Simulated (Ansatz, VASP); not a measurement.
**LiH in VASP and in Ansatz**

Contents of POSCAR:

```
LiH
1.0
    0.0135630404      1.9965279331      1.9965279331
    1.9965279331      0.0135630404      1.9965279331
    1.9965279331      1.9965279331      0.0135630404
Li H
1 1
Direct
    0.0000000000      0.0000000000      0.0000000000
    0.5000000000      0.5000000000      0.5000000000
```

Contents of INCAR.step1:

```
SYSTEM = LiH
PREC = Accurate
ENCUT = 520
EDIFF = 1E-5
ISMEAR = 0
SIGMA = 0.01
LREAL = .FALSE.
LASPH = .TRUE.
NELM = 80
ALGO = Normal
ISIF = 2
LWAVE = .TRUE.
NBANDS = 9
GGA = PE
```

The input INCAR.step2:

```
SYSTEM = LiH
PREC = Accurate
ENCUT = 520
EDIFF = 1E-6
ISMEAR = 0
SIGMA = 0.01
LREAL = .FALSE.
LASPH = .TRUE.
NELM = 80
ALGO = Normal
ISIF = 2
LWAVE = .FALSE.
LCHARG = .TRUE.
GGA = PE
LHFCALC = .TRUE.
HFSCREEN = 0.2079
PRECFOCK = Normal
LELF = .TRUE.
LVHAR = .TRUE.
NBANDS = 9
ISTART = 1
```

KPOINTS

```
regular mesh
0
G
  8 8 8
  0 0 0
```

Input for Ansatz:

```yaml
crystal:
  lattice:
    - [0.0135630404, 1.9965279331, 1.9965279331]
    - [1.9965279331, 0.0135630404, 1.9965279331]
    - [1.9965279331, 1.9965279331, 0.0135630404]
  atoms:
    - { symbol: Li, position: [0.0, 0.0, 0.0] }
    - { symbol: H, position: [0.5, 0.5, 0.5] }
kpoints:
  mp_grid: { grid: [8, 8, 8] }
  band_path:
    path:
      - [0.0, 0.0, 0.0]
      - [0.5, 0.0, 0.5]
      - [0.625, 0.25, 0.625]
      - [0.375, 0.375, 0.75]
      - [0.5, 0.5, 0.5]
      - [0.5, 0.25, 0.75]
      - [0.0, 0.5, 0.5]
    npoints: 1
hamiltonian:
  xc: hse06
scf:
  occupations: { method: fixed }
  n_extra_bands: 4
output:
  forces: true
  stress: true
  eigenvalues: true
  write_density: true
  write_potential: true
  elf: true
  volumetric_format: npy
```

Change from the starting cell: epitaxial_111 strain -1.0%.

Alike in both runs: task single point; functional HSE06; k mesh 8 × 8 × 8; no spin polarisation.

|  | VASP | Ansatz |
| --- | --- | --- |
| version | VASP 6.6.1 | Ansatz 0.2.0 |
| potentials or method | VASP PAW PBE potentials, release 64 (Li_sv, H) | plane waves, PAW |
| plane-wave cutoff (eV) | 520 | 420 |
| occupations | gaussian, width 0.01 eV | fixed |
| valence electrons in the cell | 4 | 4 |

```tsv
	VASP	Ansatz	Ansatz less VASP
gap on the k mesh at the Fermi level (eV)	3.96	3.96	+0.002
```

Ansatz's warnings: stress exchange threshold loose, stress scf threshold loose.

Noted on VASP's run: the cutoff is short for stress, so the pressure is rough.
